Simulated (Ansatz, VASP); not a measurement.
One calculation of VO2, two programs

```xyz
6
Lattice="4.6147 0.0000 0.0000 0.0000 4.6147 0.0000 0.0000 0.0000 2.7749" Properties=species:S:1:pos:R:3 pbc="T T T"
V     0.0000    0.0000    0.0000
V     2.3074    2.3074    1.3875
O     1.3777    1.3777    0.0000
O     0.9296    3.6851    1.3875
O     3.2370    3.2370    0.0000
O     3.6851    0.9296    1.3875
```

Alike in both runs: functional PBE; k mesh 6 × 6 × 10; occupations gaussian, width 0.05 eV; no spin polarisation.

Ansatz relaxed the structure, and its values are those at the end. VASP's run is a single point on that final structure, the one shown.

```csv
,VASP,Ansatz
version,VASP 6.6.1,Ansatz 0.2.0
potentials or method,"VASP PAW PBE potentials, release 64 (V_sv, O), cutoff 600 eV","scalar-relativistic, plane waves, PAW"
valence electrons in the cell,50,50
```

```csv
,VASP,Ansatz,Ansatz less VASP
gap on the k mesh at the Fermi level (eV),none,none,-
pressure (GPa),0.7,0.0,-0.74
rms of the force components (eV/Å),0.017,0.000,-0.0164
```

A gap of «none» marks a metal or a gap that the smearing closes.
